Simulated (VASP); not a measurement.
# Au (P6_3/mmc) in VASP: relaxation of cell and atoms with PBE

Aim: the relaxation of cell and atoms of Au with PBE.

Everything below comes from runs of VASP 6.6.1. Logs are shortened: lines on timing, memory, paths and dates and some standing lists are left out, and cuts for length are marked.

## (1) The cell of the first run

It takes space group P6_3/mmc (No. 194, hexagonal). Conventional cell: a = 2.947 Å, b = 2.947 Å, c = 4.774 Å, α = 90.00°, β = 90.00°, γ = 120.00°. Within 3.9 Å of Au (site symmetry -6m2) lie 12 Au at 2.93 to 2.95 Å.

This isn't the form of Au at room conditions, which is fcc.

## (2) Relaxation of cell and atoms, PBE

Input file INCAR:

```
ALGO = Normal
EDIFF = 1E-7
EDIFFG = -0.005
ENCUT = 600
GGA = PE
IBRION = 2
ISIF = 3
ISMEAR = -1
LASPH = True
LCHARG = False
LREAL = False
LWAVE = False
NELM = 80
NSW = 60
PREC = Accurate
SIGMA = 0.08
```

Input file KPOINTS:

```
k-points
0
Gamma
  15 15 8
```

Input file POSCAR:

```
Au
1.0
    2.9469569625      0.0000000000      0.0000000000
   -1.4734784812      2.5521395934      0.0000000000
    0.0000000000      0.0000000000      4.7740702792
Au
2
Direct
    0.3333333333      0.6666666667      0.2500000000
    0.6666666667      0.3333333333      0.7500000000
```

Potentials or basis: VASP PAW PBE potentials, release 64 (Au).

Run with:

```
> cat potpaw_PBE.64/Au/POTCAR > POTCAR
> mpirun -np 1 vasp_std > vasp.out
```

OUTCAR:

```text
EDIFF = 1E-7
   EDIFFG = -0.005
   ENCUT = 600
   GGA = PE
   IBRION = 2
   ISIF = 3
   ISMEAR = -1
   LASPH = True
   LREAL = False
   NELM = 80
   NSW = 60
   PREC = Accurate

 ion  position               nearest neighbor table
   1  0.333  0.667  0.250-   2 2.93   2 2.93   2 2.93   2 2.93   2 2.93   2 2.93
   2  0.667  0.333  0.750-   1 2.93   1 2.93   1 2.93   1 2.93   1 2.93   1 2.93

  LATTYP: Found a hexagonal cell.
 ALAT       =     2.9469569625
 C/A-ratio  =     1.6200000000

  Lattice vectors:

 A1 = (   2.9469569625,   0.0000000000,   0.0000000000)
 A2 = (  -1.4734784812,   2.5521395934,   0.0000000000)
 A3 = (   0.0000000000,   0.0000000000,   4.7740702792)

Analysis of symmetry for initial positions (statically):
=====================================================================
 Subroutine PRICEL returns:
 Original cell was already a primitive cell.

 Routine SETGRP: Setting up the symmetry group for a
 hexagonal supercell.

 Subroutine GETGRP returns: Found 24 space group operations
 (whereof 12 operations were pure point group operations)
 out of a pool of 24 trial point group operations.

The static configuration has the point symmetry D_3d.
 The point group associated with its full space group is D_6h.

Analysis of symmetry for dynamics (positions and initial velocities):
=====================================================================
 Subroutine PRICEL returns:
 Original cell was already a primitive cell.

 Routine SETGRP: Setting up the symmetry group for a
 hexagonal supercell.

 Subroutine GETGRP returns: Found 24 space group operations
 (whereof 12 operations were pure point group operations)
 out of a pool of 24 trial point group operations.

The dynamic configuration has the point symmetry D_3d.
 The point group associated with its full space group is D_6h.

 Subroutine INISYM returns: Found 24 space group operations
 (whereof 12 operations are pure point group operations),
 and found     1 'primitive' translations

----------------------------------------------------------------------------------------

                                     Primitive cell

  volume of cell :      35.9060

  direct lattice vectors                    reciprocal lattice vectors
     2.946956962  0.000000000  0.000000000     0.339333086  0.195914048  0.000000000
    -1.473478481  2.552139593  0.000000000     0.000000000  0.391828097  0.000000000
     0.000000000  0.000000000  4.774070279     0.000000000  0.000000000  0.209464868

  length of vectors
     2.946956962  2.946956962  4.774070279     0.391828097  0.391828097  0.209464868

  position of ions in fractional coordinates (direct lattice)
     0.333333333  0.666666667  0.250000000
     0.666666667  0.333333333  0.750000000

  ion indices of the primitive-cell ions
   primitive index   ion index
                 1           1
                 2           2

----------------------------------------------------------------------------------------

 KPOINTS: k-points

Automatic generation of k-mesh.
 Grid dimensions read from file:
 generate k-points for:   15   15    8

 Generating k-lattice:

  Cartesian coordinates                     Fractional coordinates (reciprocal lattice)
     0.022622206  0.013060937  0.000000000     0.066666667 -0.000000000  0.000000000
     0.000000000  0.026121873  0.000000000     0.000000000  0.066666667  0.000000000
     0.000000000  0.000000000  0.026183108     0.000000000  0.000000000  0.125000000

  Length of vectors
     0.026121873  0.026121873  0.026183108

  Shift w.r.t. Gamma in fractional coordinates (k-lattice)
     0.000000000  0.000000000  0.000000000

 Subroutine IBZKPT returns following result:
 ===========================================

 Found    135 irreducible k-points:

 Following reciprocal coordinates:
            Coordinates               Weight
  0.000000  0.000000  0.000000      1.000000
  0.066667  0.000000  0.000000      6.000000
  0.133333 -0.000000  0.000000      6.000000
  0.200000  0.000000  0.000000      6.000000
  0.266667 -0.000000  0.000000      6.000000
  0.333333  0.000000  0.000000      6.000000
[... 16 lines left out ...]
  0.333333  0.200000  0.000000     12.000000
  0.400000  0.200000  0.000000      6.000000
 [... further k-points ...]
   k-points           NKPTS =    135   k-points in BZ     NKDIM =    135   number of bands    NBANDS=     15
   number of dos      NEDOS =    301   number of ions     NIONS =      2
   total plane-waves  NPLWV =  23040
   dimension x,y,z NGX =    24 NGY =   24 NGZ =   40
   dimension x,y,z NGXF=    48 NGYF=   48 NGZF=   80
   ions per type =               2
   NGX,Y,Z   is equivalent  to a cutoff of  13.54, 13.54, 13.93 a.u.
   NGXF,Y,Z  is equivalent  to a cutoff of  27.08, 27.08, 27.86 a.u.
 SYSTEM =  unknown system
   PREC   = accura    normal or accurate (medium, high low for compatibility)
   ISTART =      0    job   : 0-new  1-cont  2-samecut
   ICHARG =      2    charge: 1-file 2-atom 10-const
   ISPIN  =      1    spin polarized calculation?
   LNONCOLLINEAR =      F non collinear calculations
   LSORBIT =      F    spin-orbit coupling
   LASPH  =      T    aspherical Exc in radial PAW
   ENCUT  =  600.0 eV  44.10 Ry    6.64 a.u.   5.89  5.89  9.54*2*pi/ulx,y,z
   NELM   =     80;   NELMIN=  2; NELMDL= -5     # of ELM steps
   EDIFF  = 0.1E-06   stopping-criterion for ELM
   LREAL  =      F    real-space projection
   EDIFFG = -.5E-02   stopping-criterion for IOM
   NSW    =     60    number of steps for IOM
   IBRION =      2    ionic relax: 0-MD 1-quasi-New 2-CG
   NFREE  =      1    steps in history (QN), initial steepest desc. (CG)
   ISIF   =      3    stress and relaxation
   ISYM   =      2    0-nonsym 1-usesym 2-fastsym
   POTIM  = 0.5000    time-step for ionic-motion
   TEBEG  =    0.0;   TEEND  =   0.0 temperature during run
   PSTRESS=    0.0 pullay stress
   NELECT =      22.0000    total number of electrons
   NUPDOWN=      -1.0000    fix difference up-down
   EMIN   =  10.00;   EMAX   =-10.00  energy-range for DOS
   EFERMI =   0.00;   METHOD = LEGACY
   ISMEAR =    -1;   SIGMA  =   0.08  broadening in eV -4-tet -1-fermi 0-gaus
   EFERMI_NEDOS =   21; number of points for ismear=-14 and -15
   IALGO  =     38    algorithm
   IMIX   =      4    mixing-type and parameters
     AMIX     =   0.40;   BMIX     =  1.00
     AMIX_MAG =   1.60;   BMIX_MAG =  1.00
  volume/ion in A,a.u.               =      17.95       121.15
  Fermi-wavevector in a.u.,A,eV,Ry     =   1.390465  2.627598 26.305406  1.933393
  Thomas-Fermi vector in A             =   2.514397
   LORBIT       =      0    0 simple, 1 ext, 2 COOP (PROOUT), +10 PAW based schemes
   GGA     = PE    functional components
   LHFCALC =     F    Hartree Fock is set to
   AEXX    =    0.0000 exact exchange contribution
   IVDW    =     0    specifies the selected vdW correction
   LEPSILON=     F    determine dielectric tensor
   LRPA    =     F    only Hartree local field effects (RPA)
 conjugate gradient relaxation of ions
 non-spin polarized calculation
  energy-cutoff  :      600.00
  volume of cell :       35.91
 maximum number of plane-waves:      1215
 NGX is ok and might be reduce to    24
   NGX = 11   NGY = 11   NGZ = 19

--------------------------------------- Ionic step        1  -------------------------------------------

 number of electron      22.0000000 magnetization

 Free energy of the ion-electron system (eV)
  ---------------------------------------------------
  ext. energy  EPLUGINS =         0.00000000
  ---------------------------------------------------
  free energy    TOTEN  =        -6.43073055 eV

  energy without entropy =       -6.41680006  energy(sigma->0) =       -6.42376531

------------------------ aborting loop because EDIFF is reached ----------------------------------------

  FORCE on cell =-STRESS in cart. coord.  units (eV):
  Direction    XX          YY          ZZ          XY          YZ          ZX
  --------------------------------------------------------------------------------------
  -------------------------------------------------------------------------------------
  Total       -0.2205597     -0.2205597      0.5504328     -0.0000000     -0.0000000      0.0000000
  in kB       -9.8416925     -9.8416925     24.5611023     -0.0000000     -0.0000000      0.0000000
  external PRESSURE =       1.6259058 kB  Pullay stress =       0.0000000 kB

 VOLUME and BASIS-vectors are now :
 -----------------------------------------------------------------------------
  energy-cutoff  :      600.00
  volume of cell :       35.91
      direct lattice vectors                 reciprocal lattice vectors
     2.946956962  0.000000000  0.000000000     0.339333086  0.195914048  0.000000000
    -1.473478481  2.552139593  0.000000000     0.000000000  0.391828097  0.000000000
     0.000000000  0.000000000  4.774070279     0.000000000  0.000000000  0.209464868
[... 109 lines left out ...]
 POSITION                                       TOTAL-FORCE (eV/Angst)
 -----------------------------------------------------------------------------------
     -0.00000      1.67551      1.22411         0.000000     -0.000000     -0.000000
      1.45104      0.83776      3.67232        -0.000000      0.000000      0.000000
 -----------------------------------------------------------------------------------
    total drift:                                0.000000     -0.000000      0.000000

  FREE ENERGIE OF THE ION-ELECTRON SYSTEM (eV)
  ---------------------------------------------------
  free  energy   TOTEN  =        -6.4407694269 eV

  energy  without entropy=       -6.4307749362  energy(sigma->0) =       -6.43577218

--------------------------------------- Ionic step        5  -------------------------------------------

 number of electron      22.0000000 magnetization

 Free energy of the ion-electron system (eV)
  ---------------------------------------------------
  ext. energy  EPLUGINS =         0.00000000
  ---------------------------------------------------
  free energy    TOTEN  =        -6.44149281 eV

  energy without entropy =       -6.43139753  energy(sigma->0) =       -6.43644517

 E-fermi :   8.6158     XC(G=0): -12.3994

 val. band max:        8.4978348099   @ k =   0.4667   0.0000   0.0000
 cond. band min:       8.6371861906   @ k =   0.2000   0.2000   0.3750
 fundamental gap:      0.1393513806
 Fermi energy:         8.6157536079

 k-point     1 :       0.0000    0.0000    0.0000
  band No.  band energies     occupation
      1      -0.6956      2.00000
      2       1.6745      2.00000
      3       4.0178      2.00000
      4       4.2883      2.00000
      5       4.2883      2.00000
      6       4.5680      2.00000
      7       4.5680      2.00000
      8       5.2240      2.00000
      9       5.2240      2.00000
     10       6.4581      2.00000
     11       6.4581      2.00000
     12       7.6999      1.99998
     13      11.0012      0.00000
     14      23.2327      0.00000
     15      24.2288      0.00000
[... 397 lines left out ...]
 k-point    24 :       0.4000    0.2000    0.0000
  band No.  band energies     occupation
      1       2.8020      2.00000
      2       2.8677      2.00000
      3       2.8875      2.00000
      4       4.1396      2.00000
      5       4.3188      2.00000
      6       4.3582      2.00000
      7       4.8723      2.00000
      8       6.2678      2.00000
      9       6.3881      2.00000
     10       6.5404      2.00000
     11      10.1567      0.00000
     12      10.3632      0.00000
     13      14.1581      0.00000
     14      15.6953      0.00000
     15      17.0284      0.00000

 [... further k-points ...]

------------------------ aborting loop because EDIFF is reached ----------------------------------------

  FORCE on cell =-STRESS in cart. coord.  units (eV):
  Direction    XX          YY          ZZ          XY          YZ          ZX
  --------------------------------------------------------------------------------------
  -------------------------------------------------------------------------------------
  Total        0.0032355      0.0032355     -0.0071145      0.0000000      0.0000000      0.0000000
  in kB        0.1442156      0.1442156     -0.3171178      0.0000000      0.0000000      0.0000000
  external PRESSURE =      -0.0095622 kB  Pullay stress =       0.0000000 kB

 VOLUME and BASIS-vectors are now :
 -----------------------------------------------------------------------------
  energy-cutoff  :      600.00
  volume of cell :       35.94
      direct lattice vectors                 reciprocal lattice vectors
     2.910336342 -0.000000000  0.000000000     0.343602898  0.198379225  0.000000000
    -1.455168171  2.520425206 -0.000000000     0.000000000  0.396758451  0.000000000
     0.000000000 -0.000000000  4.900273154     0.000000000  0.000000000  0.204070257

 POSITION                                       TOTAL-FORCE (eV/Angst)
 -----------------------------------------------------------------------------------
     -0.00000      1.68028      1.22507         0.000000     -0.000000      0.000000
      1.45517      0.84014      3.67520        -0.000000      0.000000      0.000000
 -----------------------------------------------------------------------------------
    total drift:                                0.000000     -0.000000      0.000000

  FREE ENERGIE OF THE ION-ELECTRON SYSTEM (eV)
  ---------------------------------------------------
  free  energy   TOTEN  =        -6.4414928060 eV

  energy  without entropy=       -6.4313975250  energy(sigma->0) =       -6.43644517

 reached required accuracy - stopping structural energy minimisation
```

It took 2.8 min on 1 thread of Intel Xeon 6455B, shared host; peak memory 0.22 GiB.

Results:

```yaml
Free_energy: -6.4415 eV
Relaxed_volume: 17.97 Å³/atom
Relaxed_cell: a = 2.910 Å, b = 2.910 Å, c = 4.900 Å, α = 90.00°, β = 90.00°, γ = 120.00°
Space_group_after_relaxing_to_0.1_Å: P6_3/mmc (No. 194)
Energy_gained_by_relaxing: 5.4 meV/atom
Ionic_steps: 5
Pressure_after_relaxing: 0.0 GPa
Band_gap_on_the_k_mesh: zero (bands 11 and 12 overlap by 6.61 eV)
```

Step by step:
```csv
step,energy change (eV),largest force (eV/Å),pressure (GPa),volume (Å³)
1,0.0000,0.0000,0.16,35.91
2,-0.0076,0.0000,-0.28,36.00
3,-0.0105,0.0000,-0.54,36.08
4,-0.0100,0.0000,0.94,35.71
5,-0.0108,0.0000,0.00,35.94
```

Final structure:
```
CELL_PARAMETERS angstrom
2.91034 0.00000 0.00000
-1.45517 2.52043 0.00000
0.00000 0.00000 4.90027
ATOMIC_POSITIONS crystal
Au 0.33333 0.66667 0.25000
Au 0.66667 0.33333 0.75000
```

Caveat: spin-orbit coupling is left out, which moves the levels of the heavy elements.
